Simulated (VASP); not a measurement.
Here is a VASP 6.6.1 calculation.

INCAR

```
SYSTEM = Ti
  PREC = Accurate
  ENCUT = 500
  EDIFF = 1E-6
  ISMEAR = 1
  SIGMA = 0.05
  LREAL = .FALSE.
  LASPH = .TRUE.
  NELM = 200
  ALGO = Normal
  ISIF = 2
  LWAVE = .FALSE.
  LCHARG = .FALSE.
  LNONCOLLINEAR = .TRUE.
  MAGMOM = 1 0 0 1 0 0
  LORBIT = 11
  LMAXMIX = 4
  GGA = LIBXC
  LIBXC1 = GGA_X_B88
  LIBXC2 = GGA_C_PBE
  NBANDS = 36
  GGA_COMPAT = .FALSE.
```

File KPOINTS:

```
Automatic mesh
0
G
  8 8 4
  0 0 0
```

File POSCAR:

```
Ti
1.0
    2.9888202413      0.0000000000      0.0000000000
   -1.4944101206      2.5883942563      0.0000000000
    0.0000000000      0.0000000000      4.7415860099
Ti
2
Direct
    0.6666666667      0.3333333333      0.7500000000
    0.3333333333      0.6666666667      0.2500000000
```

Potentials or basis: VASP PAW PBE potentials, release 64 (Ti_sv).

Command:

```bash
$ cat potpaw_PBE.64/Ti_sv/POTCAR > POTCAR
$ mpirun -np 1 vasp_ncl > vasp.out
```

**Question.** Estimate the band gap on the k mesh.

**Answer.** Zero (bands 24 and 25 overlap by 0.99 eV).

**Question.** Predict the pressure.

**Answer.** -6.0 GPa.

Moments on the atoms (μB; x, y, z):
```
Ti  0.00 0.00 0.00
Ti  0.00 0.00 0.00
```

Caveat: the cell stands under tension; the PAW data sets were made with another functional, which shifts forces and pressure a little.
